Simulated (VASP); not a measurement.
Write the native input for VASP 6.6.1 that does the following.

```yaml
Task: single point
Functional: r2SCAN
Potentials_or_basis: VASP PAW PBE potentials, release 64 (Ti_sv)
Cutoff: 520 eV
k_mesh: 10 × 10 × 6
Occupations: fermi-dirac, width 0.05 eV
Spin: no spin polarisation
Dipole_correction: no
Further_INCAR_settings: ALGO = Normal; EDIFF = 1e-07; NBANDS = 19
```

The system is Ti.

```
Ti
1.0
     2.95000    0.00000    0.00000
    -1.47500    2.55477    0.00000
     0.00000    0.00000    4.68000
Ti
2
Direct
  0.66667 0.33333 0.75000
  0.33333 0.66667 0.25000
```

One way to write it, as run:

POSCAR

```
Ti
1.0
    2.9500000000      0.0000000000      0.0000000000
   -1.4750000000      2.5547749412      0.0000000000
    0.0000000000      0.0000000000      4.6800000000
Ti
2
Direct
    0.6666666667      0.3333333333      0.7500000000
    0.3333333333      0.6666666667      0.2500000000
```

INCAR.step1

```
ALGO = Normal
EDIFF = 1E-4
ENCUT = 520
GGA = PE
ISMEAR = -1
LASPH = True
LCHARG = False
LREAL = False
LWAVE = True
NBANDS = 19
NELM = 100
PREC = Accurate
SIGMA = 0.05
```

INCAR.step2

```
ALGO = Normal
EDIFF = 1E-7
ENCUT = 520
ISIF = 2
ISMEAR = -1
ISTART = 1
LASPH = True
LCHARG = False
LMIXTAU = True
LREAL = False
LWAVE = False
METAGGA = R2SCAN
NBANDS = 19
NELM = 100
PREC = Accurate
SIGMA = 0.05
```

KPOINTS

```
k-points
0
Gamma
  10 10 6
```

Potentials or basis: VASP PAW PBE potentials, release 64 (Ti_sv).

Command:

```sh
$ cat potpaw_PBE.64/Ti_sv/POTCAR > POTCAR
$ cp INCAR.step1 INCAR
$ mpirun -np 1 vasp_std > vasp.out
$ cp INCAR.step2 INCAR
$ mpirun -np 1 vasp_std > vasp.out
```

It gave:

```json
{"Pressure": "-1.7 GPa", "Band gap on the k mesh": "zero (bands 12 and 13 overlap by 1.21 eV)"}
```

Caveat: the PAW data sets were made with another functional, which shifts forces and pressure a little.

It took 3.2 min on 1 thread of Intel Xeon 8259CL, on a shared host, peak memory 0.18 GiB.
